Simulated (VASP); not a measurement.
# K3Al (Pm-3m) in VASP: notebook

Runs on K3Al. Level: PBE. Tasks: single point, relaxation of cell and atoms.

Program: VASP 6.6.1. These are calculated values, not measurements. Logs are shortened: lines on timing, memory, paths and dates and some standing lists are left out, and cuts for length are marked.

## (1) The cell of the first run

Symmetry: Pm-3m, No. 221, cubic system. Conventional cell: a = 4.962 Å, b = 4.962 Å, c = 4.962 Å, α = 90.00°, β = 90.00°, γ = 90.00°. Within 4.6 Å of K (site symmetry 4/mmm) lie 8 K at 3.51 Å and 4 Al at 3.51 Å. Within 4.6 Å of Al (site symmetry m-3m) lie 12 K at 3.51 Å.

## (2) Single point, PBE

INCAR

```
PREC = Accurate
ENCUT = 520
EDIFF = 1E-6
ISMEAR = 0
SIGMA = 0.1
LREAL = False
LASPH = True
NELM = 60
ALGO = Normal
ISIF = 2
LWAVE = False
LCHARG = False
GGA = PE
NBANDS = 23
```

KPOINTS

```
Automatic mesh
0
Gamma
  4 4 4
```

POSCAR

```
K3Al
1.0
    4.9615215979      0.0000000000      0.0000000000
    0.0000000000      4.9615215979      0.0000000000
    0.0000000000      0.0000000000      4.9615215979
K Al
3 1
Direct
    0.0000000000      0.5000000000      0.5000000000
    0.5000000000      0.0000000000      0.5000000000
    0.5000000000      0.5000000000      0.0000000000
    0.0000000000      0.0000000000      0.0000000000
```

Potentials or basis: VASP PAW PBE potentials, release 64 (K_sv, Al).

Started as:

```sh
cat potpaw_PBE.64/K_sv/POTCAR potpaw_PBE.64/Al/POTCAR > POTCAR
mpirun -np 1 vasp_std > vasp.out
```

OUTCAR:

```text
PREC = Accurate
   ENCUT = 520
   EDIFF = 1E-6
   ISMEAR = 0
   LREAL = False
   LASPH = True
   NELM = 60
   ISIF = 2
   GGA = PE

 ion  position               nearest neighbor table
   1  0.000  0.500  0.500-   2 3.51   3 3.51   4 3.51   3 3.51   4 3.51   2 3.51   4 3.51   4 3.51
                             2 3.51   3 3.51   3 3.51   2 3.51
   2  0.500  0.000  0.500-   1 3.51   3 3.51   4 3.51   3 3.51   4 3.51   1 3.51   3 3.51   3 3.51
                             1 3.51   4 3.51   4 3.51   1 3.51
   3  0.500  0.500  0.000-   1 3.51   2 3.51   4 3.51   1 3.51   2 3.51   2 3.51   4 3.51   2 3.51
                             1 3.51   4 3.51   1 3.51   4 3.51
   4  0.000  0.000  0.000-   1 3.51   2 3.51   3 3.51   1 3.51   2 3.51   1 3.51   3 3.51   1 3.51
                             2 3.51   3 3.51   2 3.51   3 3.51

  LATTYP: Found a simple cubic cell.
 ALAT       =     4.9615215979

  Lattice vectors:

 A1 = (   4.9615215979,   0.0000000000,   0.0000000000)
 A2 = (   0.0000000000,   4.9615215979,   0.0000000000)
 A3 = (   0.0000000000,   0.0000000000,   4.9615215979)

Analysis of symmetry for initial positions (statically):
=====================================================================
 Subroutine PRICEL returns:
 Original cell was already a primitive cell.

 Routine SETGRP: Setting up the symmetry group for a
 simple cubic supercell.

 Subroutine GETGRP returns: Found 48 space group operations
 (whereof 48 operations were pure point group operations)
 out of a pool of 48 trial point group operations.

The static configuration has the point symmetry O_h .

Analysis of symmetry for dynamics (positions and initial velocities):
=====================================================================
 Subroutine PRICEL returns:
 Original cell was already a primitive cell.

 Routine SETGRP: Setting up the symmetry group for a
 simple cubic supercell.

 Subroutine GETGRP returns: Found 48 space group operations
 (whereof 48 operations were pure point group operations)
 out of a pool of 48 trial point group operations.

The dynamic configuration has the point symmetry O_h .

 Subroutine INISYM returns: Found 48 space group operations
 (whereof 48 operations are pure point group operations),
 and found     1 'primitive' translations

----------------------------------------------------------------------------------------

                                     Primitive cell

  volume of cell :     122.1363

  direct lattice vectors                    reciprocal lattice vectors
     4.961521598  0.000000000  0.000000000     0.201551073  0.000000000  0.000000000
     0.000000000  4.961521598  0.000000000     0.000000000  0.201551073  0.000000000
     0.000000000  0.000000000  4.961521598     0.000000000  0.000000000  0.201551073

  length of vectors
     4.961521598  4.961521598  4.961521598     0.201551073  0.201551073  0.201551073

  position of ions in fractional coordinates (direct lattice)
     0.000000000  0.500000000  0.500000000
     0.500000000  0.000000000  0.500000000
     0.500000000  0.500000000  0.000000000
     0.000000000  0.000000000  0.000000000

  ion indices of the primitive-cell ions
   primitive index   ion index
                 1           1
                 2           2
                 3           3
                 4           4

----------------------------------------------------------------------------------------

 KPOINTS: Automatic mesh

Automatic generation of k-mesh.
 Grid dimensions read from file:
 generate k-points for:    4    4    4

 Generating k-lattice:

  Cartesian coordinates                     Fractional coordinates (reciprocal lattice)
     0.050387768  0.000000000  0.000000000     0.250000000  0.000000000  0.000000000
     0.000000000  0.050387768  0.000000000     0.000000000  0.250000000  0.000000000
     0.000000000  0.000000000  0.050387768     0.000000000  0.000000000  0.250000000

  Length of vectors
     0.050387768  0.050387768  0.050387768

  Shift w.r.t. Gamma in fractional coordinates (k-lattice)
     0.000000000  0.000000000  0.000000000

 Subroutine IBZKPT returns following result:
 ===========================================

 Found     10 irreducible k-points:

 Following reciprocal coordinates:
            Coordinates               Weight
  0.000000  0.000000  0.000000      1.000000
  0.250000  0.000000  0.000000      6.000000
  0.500000  0.000000  0.000000      3.000000
  0.250000  0.250000  0.000000     12.000000
  0.500000  0.250000  0.000000     12.000000
  0.500000  0.500000  0.000000      3.000000
  0.250000  0.250000  0.250000      8.000000
  0.500000  0.250000  0.250000     12.000000
  0.500000  0.500000  0.250000      6.000000
  0.500000  0.500000  0.500000      1.000000
   k-points           NKPTS =     10   k-points in BZ     NKDIM =     10   number of bands    NBANDS=     23
   number of dos      NEDOS =    301   number of ions     NIONS =      4
   total plane-waves  NPLWV =  64000
   dimension x,y,z NGX =    40 NGY =   40 NGZ =   40
   dimension x,y,z NGXF=    80 NGYF=   80 NGZF=   80
   ions per type =               3   1
   NGX,Y,Z   is equivalent  to a cutoff of  13.40, 13.40, 13.40 a.u.
   NGXF,Y,Z  is equivalent  to a cutoff of  26.81, 26.81, 26.81 a.u.
 SYSTEM =  unknown system
   PREC   = accura    normal or accurate (medium, high low for compatibility)
   ISTART =      0    job   : 0-new  1-cont  2-samecut
   ICHARG =      2    charge: 1-file 2-atom 10-const
   ISPIN  =      1    spin polarized calculation?
   LNONCOLLINEAR =      F non collinear calculations
   LSORBIT =      F    spin-orbit coupling
   LASPH  =      T    aspherical Exc in radial PAW
   ENCUT  =  520.0 eV  38.22 Ry    6.18 a.u.   9.23  9.23  9.23*2*pi/ulx,y,z
   NELM   =     60;   NELMIN=  2; NELMDL= -5     # of ELM steps
   EDIFF  = 0.1E-05   stopping-criterion for ELM
   LREAL  =      F    real-space projection
   EDIFFG = 0.1E-04   stopping-criterion for IOM
   NSW    =      0    number of steps for IOM
   IBRION =     -1    ionic relax: 0-MD 1-quasi-New 2-CG
   NFREE  =      0    steps in history (QN), initial steepest desc. (CG)
   ISIF   =      2    stress and relaxation
   ISYM   =      2    0-nonsym 1-usesym 2-fastsym
   POTIM  = 0.5000    time-step for ionic-motion
   TEBEG  =    0.0;   TEEND  =   0.0 temperature during run
   PSTRESS=    0.0 pullay stress
   NELECT =      30.0000    total number of electrons
   NUPDOWN=      -1.0000    fix difference up-down
   EMIN   =  10.00;   EMAX   =-10.00  energy-range for DOS
   EFERMI =   0.00;   METHOD = LEGACY
   ISMEAR =     0;   SIGMA  =   0.10  broadening in eV -4-tet -1-fermi 0-gaus
   EFERMI_NEDOS =   21; number of points for ismear=-14 and -15
   IALGO  =     38    algorithm
   IMIX   =      4    mixing-type and parameters
     AMIX     =   0.40;   BMIX     =  1.00
     AMIX_MAG =   1.60;   BMIX_MAG =  1.00
  volume/ion in A,a.u.               =      30.53       206.05
  Fermi-wavevector in a.u.,A,eV,Ry     =   1.025259  1.937459 14.301853  1.051157
  Thomas-Fermi vector in A             =   2.159090
   LORBIT       =      0    0 simple, 1 ext, 2 COOP (PROOUT), +10 PAW based schemes
   GGA     = PE    functional components
   LHFCALC =     F    Hartree Fock is set to
   AEXX    =    0.0000 exact exchange contribution
   IVDW    =     0    specifies the selected vdW correction
   LEPSILON=     F    determine dielectric tensor
   LRPA    =     F    only Hartree local field effects (RPA)
 non-spin polarized calculation
 Gauss-broadening in eV      SIGMA  =   0.10
  energy-cutoff  :      520.00
  volume of cell :      122.14
 maximum number of plane-waves:      3328
 NGX is ok and might be reduce to    40
   NGX = 19   NGY = 19   NGZ = 19

 number of electron      29.9999996 magnetization

 Free energy of the ion-electron system (eV)
  ---------------------------------------------------
  ext. energy  EPLUGINS =         0.00000000
  ---------------------------------------------------
  free energy    TOTEN  =        -4.54449384 eV

  energy without entropy =       -4.53630037  energy(sigma->0) =       -4.54039710

 E-fermi :   2.6035     XC(G=0):  -8.2032

 val. band max:        2.5333383794   @ k =   0.5000   0.5000   0.5000
 cond. band min:       2.7017835038   @ k =   0.2500   0.0000   0.0000
 fundamental gap:      0.1684451244
 Fermi energy:         2.6035080549

 k-point     1 :       0.0000    0.0000    0.0000
  band No.  band energies     occupation
      1     -29.2045      2.00000
      2     -29.0503      2.00000
      3     -29.0503      2.00000
      4     -13.0567      2.00000
      5     -13.0567      2.00000
      6     -13.0567      2.00000
[... 15 lines left out ...]
     22       5.0874      0.00000
     23       7.4312      0.00000

 k-point     2 :       0.2500    0.0000    0.0000
  band No.  band energies     occupation
      1     -29.1848      2.00000
      2     -29.0699      2.00000
      3     -29.0500      2.00000
      4     -13.0100      2.00000
      5     -13.0100      2.00000
      6     -12.9867      2.00000
[... 15 lines left out ...]
     22       5.6069      0.00000
     23       7.4283      0.00000

 k-point     3 :       0.5000    0.0000    0.0000
  band No.  band energies     occupation
      1     -29.1530      2.00000
      2     -29.1016      2.00000
      3     -29.0496      2.00000
      4     -12.9513      2.00000
      5     -12.9513      2.00000
      6     -12.8501      2.00000
[... 15 lines left out ...]
     22       6.1525      0.00000
     23       6.9367      0.00000
[... 131 lines left out ...]
 k-point     9 :       0.5000    0.5000    0.2500
  band No.  band energies     occupation
      1     -29.1004      2.00000
      2     -29.1003      2.00000
      3     -29.1003      2.00000
      4     -13.3134      2.00000
      5     -12.8902      2.00000
      6     -12.7960      2.00000
[... 15 lines left out ...]
     22       7.2461      0.00000
     23       7.4737      0.00000

 k-point    10 :       0.5000    0.5000    0.5000
  band No.  band energies     occupation
      1     -29.0999      2.00000
      2     -29.0999      2.00000
      3     -29.0999      2.00000
      4     -13.4207      2.00000
      5     -12.8848      2.00000
      6     -12.8848      2.00000
[... 15 lines left out ...]
     22       7.6524      0.00000
     23       7.6524      0.00000

------------------------ aborting loop because EDIFF is reached ----------------------------------------

  FORCE on cell =-STRESS in cart. coord.  units (eV):
  Direction    XX          YY          ZZ          XY          YZ          ZX
  --------------------------------------------------------------------------------------
  -------------------------------------------------------------------------------------
  Total        5.8897294      5.8897294      5.8897294     -0.0000000     -0.0000000      0.0000000
  in kB       77.2611676     77.2611676     77.2611676     -0.0000000     -0.0000000      0.0000000
  external PRESSURE =      77.2611676 kB  Pullay stress =       0.0000000 kB

 VOLUME and BASIS-vectors are now :
 -----------------------------------------------------------------------------
  energy-cutoff  :      520.00
  volume of cell :      122.14
      direct lattice vectors                 reciprocal lattice vectors
     4.961521598  0.000000000  0.000000000     0.201551073  0.000000000  0.000000000
     0.000000000  4.961521598  0.000000000     0.000000000  0.201551073  0.000000000
     0.000000000  0.000000000  4.961521598     0.000000000  0.000000000  0.201551073

 POSITION                                       TOTAL-FORCE (eV/Angst)
 -----------------------------------------------------------------------------------
      0.00000      2.48076      2.48076         0.000000      0.000000      0.000000
      2.48076      0.00000      2.48076         0.000000      0.000000      0.000000
      2.48076      2.48076      0.00000         0.000000      0.000000      0.000000
      0.00000      0.00000      0.00000         0.000000      0.000000      0.000000
 -----------------------------------------------------------------------------------
    total drift:                               -0.000000     -0.000000     -0.000000

  FREE ENERGIE OF THE ION-ELECTRON SYSTEM (eV)
  ---------------------------------------------------
  free  energy   TOTEN  =        -4.5444938379 eV

  energy  without entropy=       -4.5363003682  energy(sigma->0) =       -4.54039710
```

It took 48 s on 1 thread of Intel Xeon 6975P-C (Granite Rapids), shared host; peak memory 0.23 GiB.

What came out:

```yaml
Free_energy: -4.5445 eV
Pressure: 7.7 GPa
Band_gap_on_the_k_mesh: zero (bands 15 and 16 overlap by 1.30 eV)
```

Levels at points of the mesh, in eV from the Fermi level:
```csv
k point,band 12,band 13,band 14,band 15,band 16,band 17,band 18,band 19
"(0.00, 0.00, 0.00)",-15.00,-5.34,-0.79,1.08,1.08,1.08,1.28,1.28
"(0.50, 0.00, 0.00)",-15.03,-4.52,-2.01,0.52,0.52,0.55,2.39,3.25
"(0.50, 0.50, 0.00)",-14.89,-4.16,-1.09,-1.09,0.32,0.55,3.15,3.21
"(0.50, 0.50, 0.50)",-14.89,-4.27,-0.07,-0.07,-0.07,0.97,0.97,0.97
```

Caveat: the cell stands under pressure.

## (3) Single point, PBE

This run uses another cell than the first one, of 46.18 Å³/atom.

INCAR

```
SYSTEM = K3Al
PREC     = Accurate       ! precision mode
ENCUT    = 520            ! plane-wave cutoff, eV
EDIFF    = 1E-6           ! SCF threshold, eV
ISMEAR   = 0              ! smearing method
SIGMA    = 0.1            ! smearing width, eV
LREAL    = .FALSE.        ! projectors in reciprocal space
LASPH    = .TRUE.         ! aspherical terms in the spheres
NELM     = 100            ! most SCF steps
ALGO     = Fast           ! electronic algorithm
ISIF     = 2              ! what is computed and relaxed
LWAVE    = .FALSE.        ! write WAVECAR
LCHARG   = .TRUE.         ! write CHGCAR
GGA      = PE             ! functional
LELF     = .TRUE.         ! ELF
LVHAR    = .TRUE.       
NBANDS   = 23             ! bands
```

KPOINTS

```
regular mesh
0
G
  4 4 4
  0 0 0
```

POSCAR

```
K3Al
1.0
    5.6949850256      0.0000000000      0.0000000000
    0.0000000000      5.6949850256      0.0000000000
    0.0000000000      0.0000000000      5.6949850256
K Al
3 1
Direct
    0.0000000000      0.5000000000      0.5000000000
    0.5000000000      0.0000000000      0.5000000000
    0.5000000000      0.5000000000      0.0000000000
    0.0000000000      0.0000000000      0.0000000000
```

Potentials or basis: VASP PAW PBE potentials, release 64 (K_sv, Al).

Started as:

```sh
cat potpaw_PBE.64/K_sv/POTCAR potpaw_PBE.64/Al/POTCAR > POTCAR
mpirun -np 1 vasp_std > vasp.out
```

Run time: 80 s. Hardware: 1 thread of Intel Xeon 6975P-C (Granite Rapids), shared host; peak memory 0.26 GiB.

It converged, with:

```
Free energy            : -5.6733 eV
Pressure               : 0.2 GPa
Band gap on the k mesh : zero (bands 15 and 16 overlap by 0.83 eV)
```

Levels at points of the mesh, in eV from the Fermi level:
| k point | band 13 | band 14 | band 15 | band 16 | band 17 | band 18 |
| --- | --- | --- | --- | --- | --- | --- |
| (0.00, 0.00, 0.00) | -4.62 | -0.60 | 0.67 | 0.67 | 0.67 | 1.64 |
| (0.50, 0.00, 0.00) | -4.25 | -1.62 | 0.58 | 0.58 | 0.89 | 1.85 |
| (0.50, 0.50, 0.00) | -4.04 | -0.85 | -0.85 | 0.08 | 0.59 | 2.89 |
| (0.50, 0.50, 0.50) | -3.98 | -0.16 | -0.16 | -0.16 | 0.96 | 0.96 |

[end of part 1 of 2]
